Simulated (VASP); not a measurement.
Input of a VASP 6.6.1 run:

Contents of INCAR:

```
SYSTEM = Cd
PREC     = Accurate       ! precision mode
ENCUT    = 520            ! plane-wave cutoff, eV
EDIFF    = 1E-7           ! SCF threshold, eV
ISMEAR   = -1             ! smearing method
SIGMA    = 0.1            ! smearing width, eV
LREAL    = .FALSE.        ! projectors in reciprocal space
LASPH    = .TRUE.         ! aspherical terms in the spheres
NELM     = 60             ! most SCF steps
ALGO     = Normal         ! electronic algorithm
ISIF     = 2              ! what is computed and relaxed
LWAVE    = .FALSE.        ! write WAVECAR
LCHARG   = .FALSE.        ! write CHGCAR
GGA      = PE             ! functional
NBANDS   = 19             ! bands
```

Contents of KPOINTS:

```
Automatic mesh
0
G
  7 7 4
  0 0 0
```

File POSCAR:

```
Cd
1.0
    3.0007103730      0.0000000000      0.0000000000
   -1.5003551865      2.5986914124      0.0000000000
    0.0000000000      0.0000000000      5.9261569577
Cd
2
Direct
    0.3333333333      0.6666666667      0.2500000000
    0.6666666667      0.3333333333      0.7500000000
```

Potentials or basis: VASP PAW PBE potentials, release 64 (Cd).

The run is started by

```sh
$ cat potpaw_PBE.64/Cd/POTCAR > POTCAR
$ mpirun -np 1 vasp_std > vasp.out
```

Problem. Predict the band gap on the k mesh.

Solution. Zero (bands 12 and 13 overlap by 4.38 eV).

Problem. Predict the pressure.

Solution. 0.2 GPa.

Stress tensor (GPa, compression positive):
```
 1.15  0.00  0.00
 0.00  1.15  0.00
 0.00  0.00 -1.81
```
